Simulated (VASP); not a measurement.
Input of a VASP 6.6.1 run:

Contents of INCAR:

```
PREC     = Accurate       # precision mode
ENCUT    = 520            # plane-wave cutoff, eV
EDIFF    = 1E-6           # SCF threshold, eV
ISMEAR   = -1             # smearing method
SIGMA    = 0.05           # smearing width, eV
LREAL    = False          # projectors in reciprocal space
LASPH    = True           # aspherical terms in the spheres
NELM     = 100            # most SCF steps
ALGO     = Normal         # electronic algorithm
ISIF     = 2              # what is computed and relaxed
LWAVE    = False          # write WAVECAR
LCHARG   = False          # write CHGCAR
GGA      = PS             # functional
NBANDS   = 39             # bands
```

KPOINTS

```
Automatic mesh
0
Gamma
  8 8 5
```

Contents of POSCAR:

```
MgGe2
1.0
    5.5941444508     -1.8741888705      0.0000000000
    5.5941444508      1.8741888705      0.0000000000
   -3.2599670267      0.0000000000      6.0868327241
Ge Mg
4 2
Direct
    0.5292340000      0.5292340000      0.2936210000
    0.4707660000      0.4707660000      0.7063790000
    0.8803900000      0.8803900000      0.9854400000
    0.1196100000      0.1196100000      0.0145600000
    0.8152860000      0.8152860000      0.3492530000
    0.1847140000      0.1847140000      0.6507470000
```

Potentials or basis: VASP PAW PBE potentials, release 64 (Ge_d, Mg).

The run is started by

```bash
$ cat potpaw_PBE.64/Ge_d/POTCAR potpaw_PBE.64/Mg/POTCAR > POTCAR
$ mpirun -np 1 vasp_std > vasp.out
```

Task: What does it give for the pressure?

Result: -4.5 GPa.

Task: Predict the band gap on the k mesh.

Result: Zero (bands 30 and 31 overlap by 1.81 eV).

Task: Estimate the largest force.

Result: 0.273 eV/Å.

Forces in eV/Å, atoms in the order of the input:
```
Ge  -0.132  0.000 -0.140
Ge   0.132  0.000  0.140
Ge   0.226  0.000  0.153
Ge  -0.226  0.000 -0.153
Mg   0.006  0.000 -0.030
Mg  -0.006  0.000  0.030
```

Caveat: the cell stands under tension; the PAW data sets were made with another functional, which shifts forces and pressure a little.
